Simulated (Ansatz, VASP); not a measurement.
**GaSb in VASP and in Ansatz**

Contents of INCAR:

```
ALGO = Normal
EDIFF = 1E-6
ENCUT = 520
GGA = PE
ISIF = 2
ISMEAR = 0
LASPH = True
LCHARG = False
LREAL = False
LWAVE = False
NBANDS = 46
NELM = 60
PREC = Accurate
SIGMA = 0.15
```

Contents of KPOINTS:

```
k-points
0
Gamma
  8 8 8
```

POSCAR

```
GaSb
1.0
    6.1180000000      0.0000000000      0.0000000000
    0.0000000000     -6.1180000000      0.0000000000
    0.0000000000      0.0000000000     -6.1180000000
Ga Sb
4 4
Direct
    0.0000000000      0.5000000000      0.5000000000
    0.5000000000      0.0000000000      0.5000000000
    0.5000000000      0.5000000000      0.0000000000
    0.0000000000      0.0000000000      0.0000000000
    0.7500000000      0.7500000000      0.7500000000
    0.2500000000      0.2500000000      0.7500000000
    0.2500000000      0.7500000000      0.2500000000
    0.7500000000      0.2500000000      0.2500000000
```

Input for Ansatz:

```yaml
crystal:
  lattice:
    - [6.118, 0.0, 0.0]
    - [0.0, -6.118, 0.0]
    - [0.0, 0.0, -6.118]
  atoms:
    - { symbol: Ga, position: [0.0, 0.5, 0.5] }
    - { symbol: Ga, position: [0.5, 0.0, 0.5] }
    - { symbol: Ga, position: [0.5, 0.5, 0.0] }
    - { symbol: Ga, position: [0.0, 0.0, 0.0] }
    - { symbol: Sb, position: [0.75, 0.75, 0.75] }
    - { symbol: Sb, position: [0.25, 0.25, 0.75] }
    - { symbol: Sb, position: [0.25, 0.75, 0.25] }
    - { symbol: Sb, position: [0.75, 0.25, 0.25] }
basis:
  ecutwfc: 420
kpoints:
  mp_grid: { grid: [8, 8, 8] }
hamiltonian:
  xc: pbe
scf:
  occupations: { method: gaussian, width: 0.15 }
output:
  forces: true
  stress: true
  eigenvalues: true
```

Alike in both runs: task single point; functional PBE; k mesh 8 × 8 × 8; occupations gaussian, width 0.15 eV; no spin polarisation.

```csv
,VASP,Ansatz
version,VASP 6.6.1,Ansatz 0.2.0
potentials or method,"VASP PAW PBE potentials, release 64 (Ga_d, Sb), cutoff 520 eV","scalar-relativistic, plane waves, PAW"
valence electrons in the cell,72,112
```

|  | VASP | Ansatz | Ansatz less VASP |
| --- | --- | --- | --- |
| gap on the k mesh at the Fermi level (eV) | none | none | - |
| pressure (GPa) | 2.4 | 2.3 | -0.08 |

A gap of «none» marks a metal or a gap that the smearing closes. VASP's potentials hold 72 valence electrons a cell and Ansatz's 112, so a difference there can come from the potentials and not from the codes.

Neither program's run includes spin-orbit coupling.
